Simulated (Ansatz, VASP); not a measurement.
**One calculation of AlN, two programs**

Contents of INCAR:

```
SYSTEM = AlN
ALGO = Normal
EDIFF = 1E-6
ENCUT = 520
GGA = PE
ISIF = 2
ISMEAR = 0
LASPH = .True.
LCHARG = .False.
LREAL = .False.
LWAVE = .False.
NBANDS = 16
NELM = 80
PREC = Accurate
SIGMA = 0.02
```

File KPOINTS:

```
k-points
0
Gamma
  8 8 6
  0 0 0
```

File POSCAR:

```
AlN
1.0
    2.2133159730      2.2133159730      0.0000000000
   -2.2133159730      2.2133159730      0.0000000000
    0.0000000000      0.0000000000      4.3371265976
Al N
2 2
Direct
    0.0000000000      0.0000000000      0.0000000000
    0.5000000000      0.5000000000      0.5000000000
    0.5000000000      0.0000000000      0.2500000000
    0.0000000000      0.5000000000      0.7500000000
```

Input for Ansatz:

```yaml
crystal:
  lattice:
    - [2.213315973, 2.213315973, 0.0]
    - [-2.213315973, 2.213315973, 0.0]
    - [0.0, 0.0, 4.3371265976]
  atoms:
    - { symbol: Al, position: [0.0, 0.0, 0.0] }
    - { symbol: Al, position: [0.5, 0.5, 0.5] }
    - { symbol: "N", position: [0.5, 0.0, 0.25] }
    - { symbol: "N", position: [0.0, 0.5, 0.75] }
basis:
  ecutwfc: 420
kpoints:
  mp_grid: { grid: [8, 8, 6] }
  band_path: { path: [VBM, CBM], npoints: 2 }
hamiltonian:
  xc: pbe
scf:
  occupations: { method: gaussian, width: 0.02 }
output:
  forces: true
  stress: true
  eigenvalues: true
checkpoint:
  read: start.run
  write: ck
  compress: false
  write_wavefunctions: false
  write_every: 100000
```

Alike in both runs: task single point; functional PBE; k mesh 8 × 8 × 6; occupations gaussian, width 0.02 eV; no spin polarisation.

```csv
,VASP,Ansatz
version,VASP 6.6.1,Ansatz 0.2.0
potentials or method,"VASP PAW PBE potentials, release 64 (Al, N), cutoff 520 eV","scalar-relativistic, plane waves, PAW"
valence electrons in the cell,16,16
```

|  | VASP | Ansatz | Ansatz less VASP |
| --- | --- | --- | --- |
| gap on the k mesh at the Fermi level (eV) | 3.20 | 3.20 | +0.008 |
| least direct gap on the mesh (eV) | 3.20 | 3.20 | +0.008 |
| pressure (GPa) | 0.6 | 0.8 | +0.26 |
| traceless stress, the component that is largest in VASP (GPa) | 1.70 | 1.68 | -0.013 |

With one functional, cell and mesh, what is left measures potentials, basis and numerics.
